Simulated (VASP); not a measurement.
A run of VASP 6.6.1 is set up as follows.

File POSCAR:

```
Ti
1.0
    2.9350879604      0.0000000000      0.0000000000
   -1.4675439802      2.5418607360      0.0000000000
    0.0000000000      0.0000000000      4.8240000000
Ti
2
Direct
    0.3333333333      0.6666666667      0.2500000000
    0.6666666667      0.3333333333      0.7500000000
```

INCAR.step1

```
PREC = Accurate
ENCUT = 520
ISMEAR = 1
SIGMA = 0.05
LREAL = False
LASPH = True
NELM = 60
NBANDS = 19
GGA = PE
ALGO = Normal
EDIFF = 1E-4
LWAVE = True
LCHARG = False
```

The input INCAR.step2:

```
PREC = Accurate
ENCUT = 520
EDIFF = 1E-7
ISMEAR = 1
SIGMA = 0.05
LREAL = False
LASPH = True
NELM = 60
ALGO = Normal
ISIF = 2
LWAVE = False
LCHARG = False
METAGGA = R2SCAN
LMIXTAU = True
NBANDS = 19
ISTART = 1
```

File KPOINTS:

```
Automatic mesh
0
Gamma
  18 18 10
```

Potentials or basis: VASP PAW PBE potentials, release 64 (Ti_sv).

Command:

```console
$ cat potpaw_PBE.64/Ti_sv/POTCAR > POTCAR
$ cp INCAR.step1 INCAR
$ mpirun -np 1 vasp_std > vasp.out
$ cp INCAR.step2 INCAR
$ mpirun -np 1 vasp_std > vasp.out
```

**Question.** Estimate the band gap on the k mesh.

**Answer.** Zero (band 12 reaches 8.73 eV, above the bottom of band 13 at 7.66 eV).

**Question.** Predict the pressure.

**Answer.** -3.9 GPa.

Stress tensor (GPa, compression positive):
```
-2.34  0.00  0.00
 0.00 -2.34  0.00
 0.00  0.00 -7.11
```

Caveat: the PAW data sets were made with another functional, which shifts forces and pressure a little.
